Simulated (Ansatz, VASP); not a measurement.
# PbF2 in VASP and in Ansatz

POSCAR

```
PbF2
1.0
    0.0000000000      2.9832874594      2.9832874594
    2.9832874594      0.0000000000      2.9832874594
    2.9832874594      2.9832874594      0.0000000000
Pb F
1 2
Direct
    0.0000000000      0.0000000000      0.0000000000
    0.7500000000      0.7500000000      0.7500000000
    0.2500000000      0.2500000000      0.2500000000
```

Contents of INCAR.step1:

```
PREC = Accurate
ENCUT = 660
ISMEAR = -1
SIGMA = 0.05
LREAL = False
LASPH = True
NELM = 120
NBANDS = 21
GGA = PE
ALGO = Normal
EDIFF = 1E-5
LWAVE = True
LCHARG = False
GGA_COMPAT = False
```

INCAR.step2

```
PREC = Accurate
ENCUT = 660
EDIFF = 1E-6
ISMEAR = -1
SIGMA = 0.05
LREAL = False
LASPH = True
NELM = 120
ALGO = Normal
ISIF = 2
LWAVE = False
LCHARG = True
METAGGA = R2SCAN
LMIXTAU = True
LELF = True
LVHAR = True
NBANDS = 21
ISTART = 1
GGA_COMPAT = False
```

Contents of KPOINTS:

```
Automatic mesh
0
Gamma
  8 8 8
```

File input.yaml:

```yaml
crystal:
  lattice:
    - [0.0, 2.9832874594, 2.9832874594]
    - [2.9832874594, 0.0, 2.9832874594]
    - [2.9832874594, 2.9832874594, 0.0]
  atoms:
    - { symbol: Pb, position: [0.0, 0.0, 0.0] }
    - { symbol: F, position: [0.75, 0.75, 0.75] }
    - { symbol: F, position: [0.25, 0.25, 0.25] }
hamiltonian:
  xc: r2scan
  pseudopotentials: { kind: paw }
kpoints:
  mp_grid: { grid: [8, 8, 8] }
scf:
  occupations: { method: fermi_dirac, width: 0.05 }
output:
  forces: true
  stress: true
  eigenvalues: true
```

Alike in both runs: task single point; functional r2SCAN; k mesh 8 × 8 × 8; occupations fermi-dirac, width 0.05 eV; no spin polarisation.

|  | VASP | Ansatz |
| --- | --- | --- |
| version | VASP 6.6.1 | Ansatz 0.2.0 |
| potentials or method | VASP PAW PBE potentials, release 64 (Pb_d, F) | Ansatz PAW |
| plane-wave cutoff (eV) | 660 | 500 |
| valence electrons in the cell | 28 | 28 |

Ansatz gave:

| Quantity | Value |
| --- | --- |
| gap on the k mesh at the Fermi level (eV) | 4.94 |
| least direct gap on the mesh (eV) | 5.08 |
| pressure (GPa) | -1.7 |

Task: Which values does VASP return?

Result: gap on the k mesh at the Fermi level (eV): 4.94; least direct gap on the mesh (eV): 5.08; pressure (GPa): -1.8.

VASP's potentials were made for PBE, not for r2SCAN. With one functional, cell and mesh, what is left measures potentials, basis and numerics.

Neither program's run includes spin-orbit coupling.
